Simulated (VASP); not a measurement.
# Si in VASP: notebook

Si is run at these levels: PBE, r2SCAN, HSE06; tasks: single point.

All numbers are computed with VASP 6.6.1; they aren't measurements. Logs are shortened: lines on timing, memory, paths and dates and some standing lists are left out, and cuts for length are marked.

### 1 The cell of the first run

Symmetry: I4_1/amd, No. 141, tetragonal system. Conventional cell: a = 3.751 Å, b = 3.751 Å, c = 5.444 Å, α = 90.00°, β = 90.00°, γ = 90.00°. Within 3.1 Å of Si (site symmetry -4m2) lie 4 Si at 2.32 Å.

### 2 Single point, PBE (biaxial xy strain -2.6%)

The input, INCAR:

```
PREC     = Accurate       # precision mode
ENCUT    = 520            # plane-wave cutoff, eV
EDIFF    = 1E-6           # SCF threshold, eV
ISMEAR   = -1             # smearing method
SIGMA    = 0.02           # smearing width, eV
LREAL    = F              # projectors in reciprocal space
LASPH    = T              # aspherical terms in the spheres
NELM     = 80             # most SCF steps
ALGO     = Normal         # electronic algorithm
ISIF     = 2              # what is computed and relaxed
LWAVE    = F              # write WAVECAR
LCHARG   = F              # write CHGCAR
GGA      = PE             # functional
NBANDS   = 11             # bands
```

The input, KPOINTS:

```
regular mesh
0
Gamma
  8 8 8
```

The input, POSCAR:

```
Si
1.0
    0.0000000000      2.6524326524      2.7221188962
    2.6524326524      0.0000000000      2.7221188962
    2.6524326524      2.6524326524      0.0000000000
Si
2
Direct
    0.0000000000      0.0000000000      0.0000000000
    0.2500000000      0.2500000000      0.2500000000
```

Potentials or basis: VASP PAW PBE potentials, release 64 (Si).

Started as:

```bash
$ cat potpaw_PBE.64/Si/POTCAR > POTCAR
$ mpirun -np 1 vasp_std > vasp.out
```

OUTCAR:

```text
PREC = Accurate
   ENCUT = 520
   EDIFF = 1E-6
   ISMEAR = -1
   LREAL = F
   LASPH = T
   NELM = 80
   ISIF = 2
   GGA = PE

 ion  position               nearest neighbor table
   1  0.000  0.000  0.000-   2 2.32   2 2.32   2 2.32   2 2.32
   2  0.250  0.250  0.250-   1 2.32   1 2.32   1 2.32   1 2.32

  LATTYP: Found a body centered tetragonal cell.
 ALAT       =     3.7511062303
 C/A-ratio  =     1.4513685985

  Lattice vectors:

 A1 = (  -2.6524326524,   0.0000000000,   2.7221188962)
 A2 = (   2.6524326524,   0.0000000000,   2.7221188962)
 A3 = (   0.0000000000,   2.6524326524,  -2.7221188962)

Analysis of symmetry for initial positions (statically):
=====================================================================
 Subroutine PRICEL returns:
 Original cell was already a primitive cell.

 Routine SETGRP: Setting up the symmetry group for a
 body centered tetragonal supercell.

 Subroutine GETGRP returns: Found 16 space group operations
 (whereof  8 operations were pure point group operations)
 out of a pool of 16 trial point group operations.

The static configuration has the point symmetry D_2d.
 The point group associated with its full space group is D_4h.

Analysis of symmetry for dynamics (positions and initial velocities):
=====================================================================
 Subroutine PRICEL returns:
 Original cell was already a primitive cell.

 Routine SETGRP: Setting up the symmetry group for a
 body centered tetragonal supercell.

 Subroutine GETGRP returns: Found 16 space group operations
 (whereof  8 operations were pure point group operations)
 out of a pool of 16 trial point group operations.

The dynamic configuration has the point symmetry D_2d.
 The point group associated with its full space group is D_4h.

 Subroutine INISYM returns: Found 16 space group operations
 (whereof  8 operations are pure point group operations),
 and found     1 'primitive' translations

----------------------------------------------------------------------------------------

                                     Primitive cell

  volume of cell :      38.3024

  direct lattice vectors                    reciprocal lattice vectors
     0.000000000  2.652432652  2.722118896    -0.188506200  0.188506200  0.183680441
     2.652432652  0.000000000  2.722118896     0.188506200 -0.188506200  0.183680441
     2.652432652  2.652432652  0.000000000     0.188506200  0.188506200 -0.183680441

  length of vectors
     3.800701285  3.800701285  3.751106230     0.323740142  0.323740142  0.323740142

  position of ions in fractional coordinates (direct lattice)
     0.000000000  0.000000000  0.000000000
     0.250000000  0.250000000  0.250000000

  ion indices of the primitive-cell ions
   primitive index   ion index
                 1           1
                 2           2

----------------------------------------------------------------------------------------

 KPOINTS: regular mesh

Automatic generation of k-mesh.
 Grid dimensions read from file:
 generate k-points for:    8    8    8

 Generating k-lattice:

  Cartesian coordinates                     Fractional coordinates (reciprocal lattice)
    -0.023563275  0.023563275  0.022960055     0.125000000  0.000000000  0.000000000
     0.023563275 -0.023563275  0.022960055     0.000000000  0.125000000  0.000000000
     0.023563275  0.023563275 -0.022960055    -0.000000000 -0.000000000  0.125000000

  Length of vectors
     0.040467518  0.040467518  0.040467518

  Shift w.r.t. Gamma in fractional coordinates (k-lattice)
     0.000000000  0.000000000  0.000000000

 Subroutine IBZKPT returns following result:
 ===========================================

 Found     59 irreducible k-points:

 Following reciprocal coordinates:
            Coordinates               Weight
  0.000000  0.000000  0.000000      1.000000
  0.125000  0.000000  0.000000      8.000000
  0.250000  0.000000  0.000000      8.000000
  0.375000  0.000000  0.000000      8.000000
  0.500000  0.000000  0.000000      4.000000
  0.125000  0.125000  0.000000      2.000000
[... 16 lines left out ...]
  0.250000  0.000000  0.125000     16.000000
  0.375000  0.000000  0.125000     16.000000
 [... further k-points ...]
   k-points           NKPTS =     59   k-points in BZ     NKDIM =     59   number of bands    NBANDS=     11
   number of dos      NEDOS =    301   number of ions     NIONS =      2
   total plane-waves  NPLWV =  21952
   dimension x,y,z NGX =    28 NGY =   28 NGZ =   28
   dimension x,y,z NGXF=    56 NGYF=   56 NGZF=   56
   ions per type =               2
   NGX,Y,Z   is equivalent  to a cutoff of  12.25, 12.25, 12.41 a.u.
   NGXF,Y,Z  is equivalent  to a cutoff of  24.49, 24.49, 24.82 a.u.
 SYSTEM =  unknown system
   PREC   = accura    normal or accurate (medium, high low for compatibility)
   ISTART =      0    job   : 0-new  1-cont  2-samecut
   ICHARG =      2    charge: 1-file 2-atom 10-const
   ISPIN  =      1    spin polarized calculation?
   LNONCOLLINEAR =      F non collinear calculations
   LSORBIT =      F    spin-orbit coupling
   LASPH  =      T    aspherical Exc in radial PAW
   ENCUT  =  520.0 eV  38.22 Ry    6.18 a.u.   7.07  7.07  6.97*2*pi/ulx,y,z
   NELM   =     80;   NELMIN=  2; NELMDL= -5     # of ELM steps
   EDIFF  = 0.1E-05   stopping-criterion for ELM
   LREAL  =      F    real-space projection
   EDIFFG = 0.1E-04   stopping-criterion for IOM
   NSW    =      0    number of steps for IOM
   IBRION =     -1    ionic relax: 0-MD 1-quasi-New 2-CG
   NFREE  =      0    steps in history (QN), initial steepest desc. (CG)
   ISIF   =      2    stress and relaxation
   ISYM   =      2    0-nonsym 1-usesym 2-fastsym
   POTIM  = 0.5000    time-step for ionic-motion
   TEBEG  =    0.0;   TEEND  =   0.0 temperature during run
   PSTRESS=    0.0 pullay stress
   NELECT =       8.0000    total number of electrons
   NUPDOWN=      -1.0000    fix difference up-down
   EMIN   =  10.00;   EMAX   =-10.00  energy-range for DOS
   EFERMI =   0.00;   METHOD = LEGACY
   ISMEAR =    -1;   SIGMA  =   0.02  broadening in eV -4-tet -1-fermi 0-gaus
   EFERMI_NEDOS =   21; number of points for ismear=-14 and -15
   IALGO  =     38    algorithm
   IMIX   =      4    mixing-type and parameters
     AMIX     =   0.40;   BMIX     =  1.00
     AMIX_MAG =   1.60;   BMIX_MAG =  1.00
  volume/ion in A,a.u.               =      19.15       129.24
  Fermi-wavevector in a.u.,A,eV,Ry     =   0.971321  1.835531 12.836620  0.943465
  Thomas-Fermi vector in A             =   2.101529
   LORBIT       =      0    0 simple, 1 ext, 2 COOP (PROOUT), +10 PAW based schemes
   GGA     = PE    functional components
   LHFCALC =     F    Hartree Fock is set to
   AEXX    =    0.0000 exact exchange contribution
   IVDW    =     0    specifies the selected vdW correction
   LEPSILON=     F    determine dielectric tensor
   LRPA    =     F    only Hartree local field effects (RPA)
 non-spin polarized calculation
  energy-cutoff  :      520.00
  volume of cell :       38.30
 maximum number of plane-waves:      1054
   NGX = 15   NGY = 15   NGZ = 13

 number of electron       8.0000000 magnetization

 Free energy of the ion-electron system (eV)
  ---------------------------------------------------
  ext. energy  EPLUGINS =         0.00000000
  ---------------------------------------------------
  free energy    TOTEN  =       -10.78967193 eV

  energy without entropy =      -10.78967169  energy(sigma->0) =      -10.78967181

 E-fermi :   6.5429     XC(G=0):  -9.5840

 val. band max:        6.3515268642   @ k =   0.0000   0.0000   0.0000
 cond. band min:       6.7483424634   @ k =   0.3750   0.0000   0.3750
 fundamental gap:      0.3968155992
 Fermi energy:         6.5428733006

 k-point     1 :       0.0000    0.0000    0.0000
  band No.  band energies     occupation
      1      -5.9825      2.00000
      2       6.1588      2.00000
      3       6.3515      1.99986
      4       6.3515      1.99986
      5       8.8418      0.00000
      6       8.8418      0.00000
      7       8.9324      0.00000
      8      10.1703      0.00000
      9      13.7779      0.00000
     10      14.2731      0.00000
     11      14.4257      0.00000

 k-point     2 :       0.1250    0.0000    0.0000
  band No.  band energies     occupation
      1      -5.7703      2.00000
      2       4.6690      2.00000
      3       5.9124      2.00000
      4       6.0621      2.00000
      5       8.8923      0.00000
      6       9.2915      0.00000
      7       9.3496      0.00000
      8      11.4137      0.00000
      9      13.3336      0.00000
     10      13.7209      0.00000
     11      15.2357      0.00000

 k-point     3 :       0.2500    0.0000    0.0000
  band No.  band energies     occupation
      1      -5.1503      2.00000
      2       2.2765      2.00000
      3       5.3990      2.00000
      4       5.6012      2.00000
      5       8.4490      0.00000
      6       9.8004      0.00000
      7       9.8684      0.00000
      8      13.3885      0.00000
      9      13.5572      0.00000
     10      13.6290      0.00000
     11      15.4550      0.00000

 k-point     4 :       0.3750    0.0000    0.0000
  band No.  band energies     occupation
      1      -4.2145      2.00000
      2       0.1814      2.00000
      3       5.0424      2.00000
      4       5.2882      2.00000
      5       8.0828      0.00000
      6       9.6619      0.00000
      7       9.8288      0.00000
      8      14.2672      0.00000
      9      14.8910      0.00000
     10      15.0083      0.00000
     11      16.4108      0.00000

 k-point     5 :       0.5000    0.0000    0.0000
  band No.  band energies     occupation
      1      -3.5351      2.00000
      2      -0.8943      2.00000
      3       4.9200      2.00000
      4       5.1827      2.00000
      5       7.9522      0.00000
      6       9.5312      0.00000
      7       9.7107      0.00000
      8      14.0773      0.00000
      9      16.8089      0.00000
     10      17.0818      0.00000
     11      17.7829      0.00000
[... 211 lines left out ...]
 k-point    21 :       0.5000    0.5000    0.0000
  band No.  band energies     occupation
      1      -1.7820      2.00000
      2      -1.7820      2.00000
      3       3.4582      2.00000
      4       3.4582      2.00000
      5       7.0473      0.00000
      6       7.0473      0.00000
      7      16.8196      0.00000
      8      16.8196      0.00000
      9      17.3301      0.00000
     10      17.3301      0.00000
     11      19.0650      0.00000

 k-point    22 :       0.1250    0.0000    0.1250
  band No.  band energies     occupation
      1      -5.6946      2.00000
      2       5.0527      2.00000
      3       5.3429      2.00000
      4       5.4609      2.00000
      5       8.2494      0.00000
      6       9.9729      0.00000
      7      10.1840      0.00000
      8      11.0470      0.00000
      9      13.0292      0.00000
     10      14.2130      0.00000
     11      15.5777      0.00000

 k-point    23 :       0.2500    0.0000    0.1250
  band No.  band energies     occupation
      1      -5.2031      2.00000
      2       3.0299      2.00000
      3       4.8463      2.00000
      4       5.0593      2.00000
      5       8.3808      0.00000
      6      10.1593      0.00000
      7      10.8614      0.00000
      8      11.0912      0.00000
      9      14.1825      0.00000
     10      14.4821      0.00000
     11      16.5202      0.00000

 k-point    24 :       0.3750    0.0000    0.1250
  band No.  band energies     occupation
      1      -4.3495      2.00000
      2       0.8766      2.00000
      3       4.4257      2.00000
      4       4.6150      2.00000
      5       8.5019      0.00000
      6      10.0909      0.00000
      7      10.7860      0.00000
      8      11.7508      0.00000
      9      15.7003      0.00000
     10      15.7936      0.00000
     11      16.7413      0.00000

 [... further k-points ...]

------------------------ aborting loop because EDIFF is reached ----------------------------------------

  FORCE on cell =-STRESS in cart. coord.  units (eV):
  Direction    XX          YY          ZZ          XY          YZ          ZX
  --------------------------------------------------------------------------------------
  -------------------------------------------------------------------------------------
  Total        1.8017406      1.8017406      1.1771650      0.0000000     -0.0000000      0.0000000
  in kB       75.3662718     75.3662718     49.2404600      0.0000000     -0.0000000      0.0000000
  external PRESSURE =      66.6576678 kB  Pullay stress =       0.0000000 kB

 VOLUME and BASIS-vectors are now :
 -----------------------------------------------------------------------------
  energy-cutoff  :      520.00
  volume of cell :       38.30
      direct lattice vectors                 reciprocal lattice vectors
     0.000000000  2.652432652  2.722118896    -0.188506200  0.188506200  0.183680441
     2.652432652  0.000000000  2.722118896     0.188506200 -0.188506200  0.183680441
     2.652432652  2.652432652  0.000000000     0.188506200  0.188506200 -0.183680441

 POSITION                                       TOTAL-FORCE (eV/Angst)
 -----------------------------------------------------------------------------------
      0.00000      0.00000      0.00000         0.000000      0.000000      0.000000
      1.32622      1.32622      1.36106        -0.000000     -0.000000     -0.000000
 -----------------------------------------------------------------------------------
    total drift:                                0.000000      0.000000     -0.000000

  FREE ENERGIE OF THE ION-ELECTRON SYSTEM (eV)
  ---------------------------------------------------
  free  energy   TOTEN  =       -10.7896719256 eV

  energy  without entropy=      -10.7896716861  energy(sigma->0) =      -10.78967181
```

Run time: 19 s. Hardware: 1 thread of Intel Xeon 8259CL, shared host; peak memory 0.15 GiB.

What came out:

```
Free energy            : -10.7897 eV
Pressure               : 6.7 GPa
Band gap on the k mesh : 0.40 eV (least direct gap 2.49 eV)
```

Levels at points of the mesh, in eV from the valence-band top:
```tsv
k point	band 1	band 2	band 3	band 4	band 5	band 6	band 7	band 8	band 9
(0.00, 0.00, 0.00)	-12.33	-0.19	0.00	0.00	2.49	2.49	2.58	3.82	7.43
(0.50, 0.00, 0.00)	-9.89	-7.25	-1.43	-1.17	1.60	3.18	3.36	7.73	10.46
(0.50, 0.50, 0.00)	-8.13	-8.13	-2.89	-2.89	0.70	0.70	10.47	10.47	10.98
(0.50, 0.00, 0.50)	-7.97	-7.97	-3.10	-3.10	0.48	0.48	10.27	10.27	11.22
```

Caveat: the cell differs from its parent crystal (biaxial xy strain -2.6%); the cell stands under pressure. A k mesh can miss the band edges.

(Part 1 of 2 ends here.)
